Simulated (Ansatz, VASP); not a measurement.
AlNi3 in VASP and in Ansatz

```
CELL_PARAMETERS angstrom
0.00000 2.79841 2.68647
2.79841 0.00000 2.68647
2.79841 2.79841 0.00000
ATOMIC_POSITIONS crystal
Al 0.50000 0.50000 0.50000
Ni 0.25000 0.25000 0.25000
Ni 0.00000 0.00000 0.00000
Ni 0.75000 0.75000 0.75000
```

Change from the starting cell: strain +0.000 along x and y, -0.040 along z, atoms carried along.

Alike in both runs: task single point; functional PBEsol; k mesh 14 × 14 × 14; occupations gaussian, width 0.15 eV; no spin polarisation.

|  | VASP | Ansatz |
| --- | --- | --- |
| version | VASP 6.6.1 | Ansatz 0.2.0 |
| potentials or method | VASP PAW PBE potentials, release 64 (Al, Ni), cutoff 520 eV | scalar-relativistic, plane waves, PAW |
| valence electrons in the cell | 33 | 57 |

|  | VASP | Ansatz | Ansatz less VASP |
| --- | --- | --- | --- |
| gap on the k mesh at the Fermi level (eV) | none | none | - |
| pressure (GPa) | 9.1 | 9.1 | +0.03 |

VASP's potentials were made for PBE, not for PBEsol. A gap of «none» marks a metal or a gap that the smearing closes. VASP's potentials hold 33 valence electrons a cell and Ansatz's 57, so a difference there can come from the potentials and not from the codes.
